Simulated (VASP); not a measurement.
# SnO (P6_3mc) in VASP: notebook

The runs below take SnO through single point, with PBE.

All numbers are computed with VASP 6.6.1; they aren't measurements. Logs are shortened: lines on timing, memory, paths and dates and some standing lists are left out, and cuts for length are marked.

## (1) The cell of the first run

The structure is hexagonal, space group P6_3mc (No. 186). Conventional cell: a = 3.293 Å, b = 3.293 Å, c = 9.004 Å, α = 90.00°, β = 90.00°, γ = 120.00°. Sn (site symmetry 3m) has 3 O at 2.16 Å within 2.9 Å. O (site symmetry 3m) has 3 Sn at 2.16 Å within 2.9 Å.

## (2) Single point, PBE (volume changed by -6%)

File INCAR:

```
SYSTEM = SnO
ALGO = Normal
EDIFF = 1E-6
ENCUT = 520
GGA = PE
ISIF = 2
ISMEAR = 0
LASPH = .True.
LCHARG = .True.
LELF = .True.
LREAL = .False.
LVHAR = .True.
LWAVE = .False.
NBANDS = 28
NELM = 100
PREC = Accurate
SIGMA = 0.01
```

File KPOINTS:

```
k-points
0
Gamma
  9 9 2
  0 0 0
```

File POSCAR:

```
SnO
1.0
    3.2926429927      0.0000000000      0.0000000000
   -1.6463214964      2.8515124773      0.0000000000
    0.0000000000      0.0000000000      9.0039959686
Sn O
2 2
Direct
    0.3333333333      0.6666666667     -0.0059446236
    0.6666666667      0.3333333333      0.4940553764
    0.3333333333      0.6666666667      0.3809446236
    0.6666666667      0.3333333333      0.8809446236
```

Potentials or basis: VASP PAW PBE potentials, release 64 (Sn_d, O).

Launch:

```console
$ cat potpaw_PBE.64/Sn_d/POTCAR potpaw_PBE.64/O/POTCAR > POTCAR
$ mpirun -np 1 vasp_std > vasp.out
```

OUTCAR:

```text
SYSTEM = SnO
   EDIFF = 1E-6
   ENCUT = 520
   GGA = PE
   ISIF = 2
   ISMEAR = 0
   LASPH = .True.
   LREAL = .False.
   NELM = 100
   PREC = Accurate

 ion  position               nearest neighbor table
   1  0.333  0.667  0.994-   4 2.16   4 2.16   4 2.16
   2  0.667  0.333  0.494-   3 2.16   3 2.16   3 2.16
   3  0.333  0.667  0.381-   2 2.16   2 2.16   2 2.16
   4  0.667  0.333  0.881-   1 2.16   1 2.16   1 2.16

  LATTYP: Found a hexagonal cell.
 ALAT       =     3.2926429927
 C/A-ratio  =     2.7345800892

  Lattice vectors:

 A1 = (   3.2926429927,   0.0000000000,   0.0000000000)
 A2 = (  -1.6463214964,   2.8515124773,   0.0000000000)
 A3 = (   0.0000000000,   0.0000000000,   9.0039959686)

Analysis of symmetry for initial positions (statically):
=====================================================================
 Subroutine PRICEL returns:
 Original cell was already a primitive cell.

 Routine SETGRP: Setting up the symmetry group for a
 hexagonal supercell.

 Subroutine GETGRP returns: Found 12 space group operations
 (whereof  6 operations were pure point group operations)
 out of a pool of 24 trial point group operations.

The static configuration has the point symmetry C_3v.
 The point group associated with its full space group is C_6v.

Analysis of symmetry for dynamics (positions and initial velocities):
=====================================================================
 Subroutine PRICEL returns:
 Original cell was already a primitive cell.

 Routine SETGRP: Setting up the symmetry group for a
 hexagonal supercell.

 Subroutine GETGRP returns: Found 12 space group operations
 (whereof  6 operations were pure point group operations)
 out of a pool of 24 trial point group operations.

The dynamic configuration has the point symmetry C_3v.
 The point group associated with its full space group is C_6v.

 Subroutine INISYM returns: Found 12 space group operations
 (whereof  6 operations are pure point group operations),
 and found     1 'primitive' translations

----------------------------------------------------------------------------------------

                                     Primitive cell

  volume of cell :      84.5386

  direct lattice vectors                    reciprocal lattice vectors
     3.292642993  0.000000000  0.000000000     0.303707387  0.175345542  0.000000000
    -1.646321496  2.851512477  0.000000000     0.000000000  0.350691083  0.000000000
     0.000000000  0.000000000  9.003995969     0.000000000  0.000000000  0.111061800

  length of vectors
     3.292642993  3.292642993  9.003995969     0.350691083  0.350691083  0.111061800

  position of ions in fractional coordinates (direct lattice)
     0.333333333  0.666666667  0.994055376
     0.666666667  0.333333333  0.494055376
     0.333333333  0.666666667  0.380944624
     0.666666667  0.333333333  0.880944624

  ion indices of the primitive-cell ions
   primitive index   ion index
                 1           1
                 2           2
                 3           3
                 4           4

----------------------------------------------------------------------------------------

 KPOINTS: k-points

Automatic generation of k-mesh.
 Grid dimensions read from file:
 generate k-points for:    9    9    2

 Generating k-lattice:

  Cartesian coordinates                     Fractional coordinates (reciprocal lattice)
     0.033745265  0.019482838  0.000000000     0.111111111  0.000000000  0.000000000
     0.000000000  0.038965676  0.000000000     0.000000000  0.111111111  0.000000000
     0.000000000  0.000000000  0.055530900     0.000000000  0.000000000  0.500000000

  Length of vectors
     0.038965676  0.038965676  0.055530900

  Shift w.r.t. Gamma in fractional coordinates (k-lattice)
     0.000000000  0.000000000  0.000000000

 Subroutine IBZKPT returns following result:
 ===========================================

 Found     24 irreducible k-points:

 Following reciprocal coordinates:
            Coordinates               Weight
  0.000000  0.000000  0.000000      1.000000
  0.111111  0.000000  0.000000      6.000000
  0.222222  0.000000  0.000000      6.000000
  0.333333  0.000000  0.000000      6.000000
  0.444444  0.000000  0.000000      6.000000
  0.111111  0.111111  0.000000      6.000000
[... 16 lines left out ...]
  0.333333  0.222222  0.500000     12.000000
  0.333333  0.333333  0.500000      2.000000
   k-points           NKPTS =     24   k-points in BZ     NKDIM =     24   number of bands    NBANDS=     28
   number of dos      NEDOS =    301   number of ions     NIONS =      4
   total plane-waves  NPLWV =  40320
   dimension x,y,z NGX =    24 NGY =   24 NGZ =   70
   dimension x,y,z NGXF=    48 NGYF=   48 NGZF=  140
   ions per type =               2   2
   NGX,Y,Z   is equivalent  to a cutoff of  12.12, 12.12, 12.92 a.u.
   NGXF,Y,Z  is equivalent  to a cutoff of  24.24, 24.24, 25.85 a.u.
 SYSTEM =  SnO
   PREC   = accura    normal or accurate (medium, high low for compatibility)
   ISTART =      0    job   : 0-new  1-cont  2-samecut
   ICHARG =      2    charge: 1-file 2-atom 10-const
   ISPIN  =      1    spin polarized calculation?
   LNONCOLLINEAR =      F non collinear calculations
   LSORBIT =      F    spin-orbit coupling
   LASPH  =      T    aspherical Exc in radial PAW
   ENCUT  =  520.0 eV  38.22 Ry    6.18 a.u.   6.12  6.12 16.74*2*pi/ulx,y,z
   NELM   =    100;   NELMIN=  2; NELMDL= -5     # of ELM steps
   EDIFF  = 0.1E-05   stopping-criterion for ELM
   LREAL  =      F    real-space projection
   EDIFFG = 0.1E-04   stopping-criterion for IOM
   NSW    =      0    number of steps for IOM
   IBRION =     -1    ionic relax: 0-MD 1-quasi-New 2-CG
   NFREE  =      0    steps in history (QN), initial steepest desc. (CG)
   ISIF   =      2    stress and relaxation
   ISYM   =      2    0-nonsym 1-usesym 2-fastsym
   POTIM  = 0.5000    time-step for ionic-motion
   TEBEG  =    0.0;   TEEND  =   0.0 temperature during run
   PSTRESS=    0.0 pullay stress
   NELECT =      40.0000    total number of electrons
   NUPDOWN=      -1.0000    fix difference up-down
   EMIN   =  10.00;   EMAX   =-10.00  energy-range for DOS
   EFERMI =   0.00;   METHOD = LEGACY
   ISMEAR =     0;   SIGMA  =   0.01  broadening in eV -4-tet -1-fermi 0-gaus
   EFERMI_NEDOS =   21; number of points for ismear=-14 and -15
   IALGO  =     38    algorithm
   IMIX   =      4    mixing-type and parameters
     AMIX     =   0.40;   BMIX     =  1.00
     AMIX_MAG =   1.60;   BMIX_MAG =  1.00
  volume/ion in A,a.u.               =      21.13       142.62
  Fermi-wavevector in a.u.,A,eV,Ry     =   1.275684  2.410693 22.141707  1.627370
  Thomas-Fermi vector in A             =   2.408382
   LORBIT       =      0    0 simple, 1 ext, 2 COOP (PROOUT), +10 PAW based schemes
   GGA     = PE    functional components
   LHFCALC =     F    Hartree Fock is set to
   AEXX    =    0.0000 exact exchange contribution
   IVDW    =     0    specifies the selected vdW correction
   LEPSILON=     F    determine dielectric tensor
   LRPA    =     F    only Hartree local field effects (RPA)
 non-spin polarized calculation
 Gauss-broadening in eV      SIGMA  =   0.01
  energy-cutoff  :      520.00
  volume of cell :       84.54
 maximum number of plane-waves:      2304
   NGX = 13   NGY = 13   NGZ = 33

 number of electron      40.0000018 magnetization

 Free energy of the ion-electron system (eV)
  ---------------------------------------------------
  ext. energy  EPLUGINS =         0.00000000
  ---------------------------------------------------
  free energy    TOTEN  =       -21.39049528 eV

  energy without entropy =      -21.39049528  energy(sigma->0) =      -21.39049528

 E-fermi :   4.3192     XC(G=0):  -9.1108

 val. band max:        4.2528808969   @ k =   0.3333   0.3333   0.0000
 cond. band min:       5.6034048224   @ k =   0.0000   0.0000   0.0000
 fundamental gap:      1.3505239255
 Fermi energy:         4.3191835486

 k-point     1 :       0.0000    0.0000    0.0000
  band No.  band energies     occupation
      1     -16.7216      2.00000
      2     -16.7164      2.00000
      3     -16.7126      2.00000
      4     -16.7126      2.00000
      5     -16.7125      2.00000
      6     -16.7125      2.00000
[... 20 lines left out ...]
     27      12.9532      0.00000
     28      15.0839      0.00000

 k-point     2 :       0.1111    0.0000    0.0000
  band No.  band energies     occupation
      1     -16.8001      2.00000
      2     -16.7961      2.00000
      3     -16.6901      2.00000
      4     -16.6900      2.00000
      5     -16.6621      2.00000
      6     -16.6610      2.00000
[... 20 lines left out ...]
     27      12.7992      0.00000
     28      15.2376      0.00000

 k-point     3 :       0.2222    0.0000    0.0000
  band No.  band energies     occupation
      1     -16.9277      2.00000
      2     -16.9242      2.00000
      3     -16.6343      2.00000
      4     -16.6340      2.00000
      5     -16.6252      2.00000
      6     -16.6231      2.00000
[... 20 lines left out ...]
     27      12.4422      0.00000
     28      14.5752      0.00000

 k-point     4 :       0.3333    0.0000    0.0000
  band No.  band energies     occupation
      1     -17.0548      2.00000
      2     -17.0524      2.00000
      3     -16.6440      2.00000
      4     -16.6424      2.00000
      5     -16.5821      2.00000
      6     -16.5814      2.00000
[... 20 lines left out ...]
     27      12.2475      0.00000
     28      13.4940      0.00000

 k-point     5 :       0.4444    0.0000    0.0000
  band No.  band energies     occupation
      1     -17.1304      2.00000
      2     -17.1293      2.00000
      3     -16.6624      2.00000
      4     -16.6609      2.00000
      5     -16.5714      2.00000
      6     -16.5702      2.00000
[... 20 lines left out ...]
     27      12.0152      0.00000
     28      12.8849      0.00000

 k-point     6 :       0.1111    0.1111    0.0000
  band No.  band energies     occupation
      1     -16.8860      2.00000
      2     -16.8822      2.00000
      3     -16.6677      2.00000
      4     -16.6676      2.00000
      5     -16.6170      2.00000
      6     -16.6159      2.00000
[... 463 lines left out ...]
      5     -16.5832      2.00000
      6     -16.5832      2.00000
[... 20 lines left out ...]
     27      12.4672      0.00000
     28      12.4672      0.00000

 k-point    22 :       0.2222    0.2222    0.5000
  band No.  band energies     occupation
      1     -17.0689      2.00000
      2     -17.0689      2.00000
      3     -16.6237      2.00000
      4     -16.6237      2.00000
      5     -16.6103      2.00000
      6     -16.6103      2.00000
[... 20 lines left out ...]
     27      13.1700      0.00000
     28      13.1700      0.00000

 k-point    23 :       0.3333    0.2222    0.5000
  band No.  band energies     occupation
      1     -17.1094      2.00000
      2     -17.1094      2.00000
      3     -16.6213      2.00000
      4     -16.6213      2.00000
      5     -16.6060      2.00000
      6     -16.6060      2.00000
[... 20 lines left out ...]
     27      12.8907      0.00000
     28      12.8907      0.00000

 k-point    24 :       0.3333    0.3333    0.5000
  band No.  band energies     occupation
      1     -17.1108      2.00000
      2     -17.1108      2.00000
      3     -16.6169      2.00000
      4     -16.6169      2.00000
      5     -16.5847      2.00000
      6     -16.5847      2.00000
[... 20 lines left out ...]
     27      13.2741      0.00000
     28      13.2741      0.00000

------------------------ aborting loop because EDIFF is reached ----------------------------------------

  FORCE on cell =-STRESS in cart. coord.  units (eV):
  Direction    XX          YY          ZZ          XY          YZ          ZX
  --------------------------------------------------------------------------------------
  -------------------------------------------------------------------------------------
  Total        2.6422413      2.6422413      1.6728613     -0.0000000      0.0000000      0.0000000
  in kB       50.0757946     50.0757946     31.7040904     -0.0000000      0.0000000      0.0000000
  external PRESSURE =      43.9518932 kB  Pullay stress =       0.0000000 kB

 VOLUME and BASIS-vectors are now :
 -----------------------------------------------------------------------------
  energy-cutoff  :      520.00
  volume of cell :       84.54
      direct lattice vectors                 reciprocal lattice vectors
     3.292642993  0.000000000  0.000000000     0.303707387  0.175345542  0.000000000
    -1.646321496  2.851512477  0.000000000     0.000000000  0.350691083  0.000000000
     0.000000000  0.000000000  9.003995969     0.000000000  0.000000000  0.111061800

 POSITION                                       TOTAL-FORCE (eV/Angst)
 -----------------------------------------------------------------------------------
     -0.00000      1.90101      8.95047        -0.000000      0.000000      0.675226
      1.64632      0.95050      4.44847        -0.000000     -0.000000      0.675226
     -0.00000      1.90101      3.43002         0.000000     -0.000000     -0.675226
      1.64632      0.95050      7.93202        -0.000000      0.000000     -0.675226
 -----------------------------------------------------------------------------------
    total drift:                                0.000000      0.000001      0.001496

  FREE ENERGIE OF THE ION-ELECTRON SYSTEM (eV)
  ---------------------------------------------------
  free  energy   TOTEN  =       -21.3904952794 eV

  energy  without entropy=      -21.3904952794  energy(sigma->0) =      -21.39049528
```

Run time: 48 s. Hardware: 1 thread of Intel Xeon 6975P-C (Granite Rapids), shared host; peak memory 0.21 GiB.

What came out:

- Free energy: -21.3905 eV
- Pressure: 4.4 GPa
- Largest force: 0.675 eV/Å
- Band gap on the k mesh: 1.35 eV, indirect (least direct gap 1.73 eV)

Forces on the atoms (eV/Å):
```
Sn   0.000  0.000  0.675
Sn   0.000  0.000  0.675
O    0.000  0.000 -0.675
O    0.000  0.000 -0.675
```

Caveat: spin-orbit coupling is left out, which moves the levels of the heavy elements. A k mesh can miss the band edges.

## (3) Single point, PBE (volume changed by -3%)

File INCAR:

```
PREC = Accurate
ENCUT = 520
EDIFF = 1E-6
ISMEAR = 0
SIGMA = 0.01
LREAL = F
LASPH = T
NELM = 60
ALGO = Normal
ISIF = 2
LWAVE = F
LCHARG = F
GGA = PE
NBANDS = 28
```

File KPOINTS:

```
Automatic mesh
0
Gamma
  9 9 2
```

File POSCAR:

```
SnO
1.0
    3.3273049398      0.0000000000      0.0000000000
   -1.6636524699      2.8815306040      0.0000000000
    0.0000000000      0.0000000000      9.0987818390
Sn O
2 2
Direct
    0.3333333333      0.6666666667     -0.0059446236
    0.6666666667      0.3333333333      0.4940553764
    0.3333333333      0.6666666667      0.3809446236
    0.6666666667      0.3333333333      0.8809446236
```

Potentials or basis: VASP PAW PBE potentials, release 64 (Sn_d, O).

Launch:

```console
$ cat potpaw_PBE.64/Sn_d/POTCAR potpaw_PBE.64/O/POTCAR > POTCAR
$ mpirun -np 1 vasp_std > vasp.out
```

OUTCAR:

```text
PREC = Accurate
   ENCUT = 520
   EDIFF = 1E-6
   ISMEAR = 0
   LREAL = F
   LASPH = T
   NELM = 60
   ISIF = 2
   GGA = PE

 ion  position               nearest neighbor table
   1  0.333  0.667  0.994-   4 2.18   4 2.18   4 2.18
   2  0.667  0.333  0.494-   3 2.18   3 2.18   3 2.18
   3  0.333  0.667  0.381-   2 2.18   2 2.18   2 2.18
   4  0.667  0.333  0.881-   1 2.18   1 2.18   1 2.18

  LATTYP: Found a hexagonal cell.
 ALAT       =     3.3273049398
[... 940 lines left out ...]

  FORCE on cell =-STRESS in cart. coord.  units (eV):
  Direction    XX          YY          ZZ          XY          YZ          ZX
  --------------------------------------------------------------------------------------
  -------------------------------------------------------------------------------------
  Total        1.3123575      1.3123575      0.8392765      0.0000000      0.0000000      0.0000000
  in kB       24.1025860     24.1025860     15.4140428      0.0000000      0.0000000      0.0000000
  external PRESSURE =      21.2064049 kB  Pullay stress =       0.0000000 kB

 VOLUME and BASIS-vectors are now :
 -----------------------------------------------------------------------------
  energy-cutoff  :      520.00
  volume of cell :       87.24
      direct lattice vectors                 reciprocal lattice vectors
     3.327304940  0.000000000  0.000000000     0.300543538  0.173518893  0.000000000
    -1.663652470  2.881530604  0.000000000     0.000000000  0.347037786  0.000000000
     0.000000000  0.000000000  9.098781839     0.000000000  0.000000000  0.109904822

 POSITION                                       TOTAL-FORCE (eV/Angst)
 -----------------------------------------------------------------------------------
     -0.00000      1.92102      9.04469        -0.000000      0.000000      0.350941
      1.66365      0.96051      4.49530         0.000000     -0.000000      0.350941
     -0.00000      1.92102      3.46613         0.000000      0.000000     -0.350941
      1.66365      0.96051      8.01552         0.000000     -0.000000     -0.350941
 -----------------------------------------------------------------------------------
    total drift:                                0.000000      0.000001      0.001491

  FREE ENERGIE OF THE ION-ELECTRON SYSTEM (eV)
  ---------------------------------------------------
  free  energy   TOTEN  =       -21.4467433150 eV

  energy  without entropy=      -21.4467433150  energy(sigma->0) =      -21.44674332
```

OSZICAR:

```text
N       E                     dE             d eps       ncg     rms          rms(c)
DAV:   1     0.444240497598E+03    0.44424E+03   -0.20220E+04  1368   0.203E+03
DAV:   2     0.475143983769E+02   -0.39673E+03   -0.38144E+03  1420   0.528E+02
DAV:   3    -0.218499939895E+02   -0.69364E+02   -0.68073E+02  1572   0.189E+02
DAV:   4    -0.253554984175E+02   -0.35055E+01   -0.34895E+01  1572   0.467E+01
DAV:   5    -0.254392221517E+02   -0.83724E-01   -0.83709E-01  1448   0.771E+00    0.120E+01
DAV:   6    -0.216779382660E+02    0.37613E+01   -0.19134E+01  2020   0.504E+01    0.632E+00
DAV:   7    -0.214729182677E+02    0.20502E+00   -0.26792E+00  1460   0.103E+01    0.268E+00
DAV:   8    -0.214518299148E+02    0.21088E-01   -0.40629E-01  1516   0.395E+00    0.935E-01
DAV:   9    -0.214451690926E+02    0.66608E-02   -0.40516E-02  2012   0.201E+00    0.320E-01
DAV:  10    -0.214476964779E+02   -0.25274E-02   -0.11861E-02  1704   0.103E+00    0.234E-01
DAV:  11    -0.214466917034E+02    0.10048E-02   -0.49123E-03  2092   0.648E-01    0.371E-02
DAV:  12    -0.214467388133E+02   -0.47110E-04   -0.58579E-04  1380   0.161E-01    0.362E-02
DAV:  13    -0.214467430935E+02   -0.42802E-05   -0.11107E-04  1852   0.909E-02    0.773E-03
DAV:  14    -0.214467430265E+02    0.66988E-07   -0.13981E-05  1764   0.337E-02    0.247E-03
DAV:  15    -0.214467433150E+02   -0.28849E-06   -0.13282E-06   984   0.107E-02
   1 F= -.21446743E+02 E0= -.21446743E+02  d E =-.170634E-27
```

Run time: 73 s. Hardware: 1 thread of Intel Xeon 6975P-C (Granite Rapids), shared host; peak memory 0.23 GiB.

Results:

```
Free energy            : -21.4467 eV
Pressure               : 2.1 GPa
Largest force          : 0.351 eV/Å
Band gap on the k mesh : 1.41 eV, indirect (least direct gap 1.79 eV)
```

Forces in eV/Å, atoms in the order of the input:
```
Sn   0.000  0.000  0.351
Sn   0.000  0.000  0.351
O    0.000  0.000 -0.351
O    0.000  0.000 -0.351
```

Stress tensor (GPa, compression positive):
```
2.41 0.00 0.00
0.00 2.41 0.00
0.00 0.00 1.54
```

Caveat: spin-orbit coupling is left out, which moves the levels of the heavy elements. A k mesh can miss the band edges.
